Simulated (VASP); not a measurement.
Here is a VASP 6.6.1 calculation.

The input POSCAR:

```
P
1.0
    1.6477431241     -5.4650377251      0.0000000000
    1.6477431241      5.4650377251      0.0000000000
    0.0000000000      0.0000000000      4.5436355900
P
4
Direct
    0.9041431300      0.0958568700      0.5888151700
    0.0958568700      0.9041431300      0.4111848300
    0.5958568700      0.4041431300      0.0888151700
    0.4041431300      0.5958568700      0.9111848300
```

File INCAR.step1:

```
SYSTEM = P
ALGO = Normal
EDIFF = 1E-5
ENCUT = 520
GGA = PE
ISIF = 2
ISMEAR = -1
LASPH = .True.
LCHARG = .False.
LREAL = .False.
LWAVE = .True.
NBANDS = 18
NELM = 80
PREC = Accurate
SIGMA = 0.05
```

File INCAR.step2:

```
SYSTEM = P
AEXX = 0.25
ALGO = Normal
EDIFF = 1E-6
ENCUT = 520
GGA = PE
HFSCREEN = 0.4
ISIF = 2
ISMEAR = -1
ISTART = 1
LASPH = .True.
LCHARG = .False.
LHFCALC = .True.
LREAL = .False.
LWAVE = .False.
NBANDS = 18
NELM = 80
PREC = Accurate
PRECFOCK = Normal
SIGMA = 0.05
```

File KPOINTS:

```
k-points
0
Gamma
  4 4 3
  0 0 0
```

Potentials or basis: VASP PAW PBE potentials, release 64 (P).

Launch:

```console
$ cat potpaw_PBE.64/P/POTCAR > POTCAR
$ cp INCAR.step1 INCAR
$ mpirun -np 1 vasp_std > vasp.out
$ cp INCAR.step2 INCAR
$ mpirun -np 1 vasp_std > vasp.out
```

**Question.** Predict the pressure.

**Answer.** 0.0 GPa.

**Question.** Predict the band gap on the k mesh.

**Answer.** 0.43 eV.

Forces on the atoms (eV/Å):
```
P    0.000 -0.142 -0.077
P    0.000  0.142  0.077
P    0.000  0.142 -0.077
P    0.000 -0.142  0.077
```

Caveat: the k points lie up to 0.50 Å⁻¹ apart; the PAW data sets were made with another functional, which shifts forces and pressure a little. A k mesh can miss the band edges.
